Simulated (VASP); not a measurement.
Write the native input for VASP 6.6.1 that does the following.

| Item | Value |
| --- | --- |
| Task | single point |
| Functional | PBEsol |
| Potentials or basis | VASP PAW PBE potentials, release 64 (Al, Ru_pv) |
| Cutoff | 520 eV |
| k mesh | 8 × 8 × 8 |
| Occupations | gaussian, width 0.1 eV |
| Spin | no spin polarisation |
| Dipole correction | no |
| Further INCAR settings | ALGO = Normal; EDIFF = 1e-07; NBANDS = 17 |

The structure of Al2Ru lies in POSCAR:

```
Al2Ru
1.0
   -1.5604216200      1.5604216200      4.2218055900
    1.5604216200     -1.5604216200      4.2218055900
    1.5604216200      1.5604216200     -4.2218055900
Al Ru
2 1
Direct
    0.6592021900      0.6592021900      0.0000000000
    0.3407978100      0.3407978100      0.0000000000
    0.0000000000      0.0000000000      0.0000000000
```

The input as run:

INCAR

```
SYSTEM = Al2Ru
PREC = Accurate ; ENCUT = 520
EDIFF = 1E-7 ; ISMEAR = 0
SIGMA = 0.1 ; LREAL = .False.
LASPH = .True. ; NELM = 60
ALGO = Normal ; ISIF = 2
LWAVE = .False. ; LCHARG = .False.
GGA = PS ; NBANDS = 17
```

KPOINTS

```
Automatic mesh
0
Gamma
  8 8 8
  0 0 0
```

Potentials or basis: VASP PAW PBE potentials, release 64 (Al, Ru_pv).

The run is started by

```console
$ cat potpaw_PBE.64/Al/POTCAR potpaw_PBE.64/Ru_pv/POTCAR > POTCAR
$ mpirun -np 1 vasp_std > vasp.out
```

It gave:

```yaml
Pressure: -0.4 GPa
Largest_force: 0.062 eV/Å
Band_gap_on_the_k_mesh: zero (band 10 reaches 10.67 eV, above the bottom of band 11 at 10.55 eV)
```

Caveat: the PAW data sets were made with another functional, which shifts forces and pressure a little.

Wall time 42 s on 1 thread of Intel(R) Xeon(R) Platinum 8375C CPU @ 2.90GHz (Ice Lake) (shared host), peak memory 0.21 GiB.
